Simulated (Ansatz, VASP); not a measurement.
**One calculation of Zn3Cd2Se5, two programs**

```xyz
10
Lattice="0.0000 -4.1642 0.0000 4.1642 0.0000 0.0000 -2.0821 2.0821 14.9198" Properties=species:S:1:pos:R:3 pbc="T T T"
Zn    2.0821   -2.0821   12.1431
Zn    0.0000    0.0000   14.9198
Zn    0.0000    0.0000    2.7767
Cd    2.0821   -2.0821    5.8125
Cd    0.0000    0.0000    9.1073
Se    2.0821    0.0000   13.5329
Se    2.0821    0.0000    1.3869
Se    0.0000   -2.0821    4.1546
Se    2.0821    0.0000    7.4599
Se    0.0000   -2.0821   10.7652
```

Alike in both runs: task single point; functional PBE; k mesh 4 × 4 × 4; occupations gaussian, width 0.1 eV; no spin polarisation.

|  | VASP | Ansatz |
| --- | --- | --- |
| version | VASP 6.6.1 | Ansatz 0.2.0 |
| potentials or method | VASP PAW PBE potentials, release 64 (Zn, Cd, Se), cutoff 520 eV | scalar-relativistic, plane waves, PAW |
| valence electrons in the cell | 90 | 156 |

VASP gave:

* gap on the k mesh at the Fermi level (eV): 0.76
* least direct gap on the mesh (eV): 0.76
* pressure (GPa): 0.4
* traceless stress, the component that is largest in VASP (GPa): -0.19
* rms of the force components (eV/Å): 0.007

Which values does Ansatz return?

gap on the k mesh at the Fermi level (eV): 0.76; least direct gap on the mesh (eV): 0.76; pressure (GPa): 0.1; traceless stress, the component that is largest in VASP (GPa): -0.20; rms of the force components (eV/Å): 0.003.

Atom by atom the forces differ by 0.004 eV/Å (rms over components). VASP's potentials hold 90 valence electrons a cell and Ansatz's 156, so a difference there can come from the potentials and not from the codes.
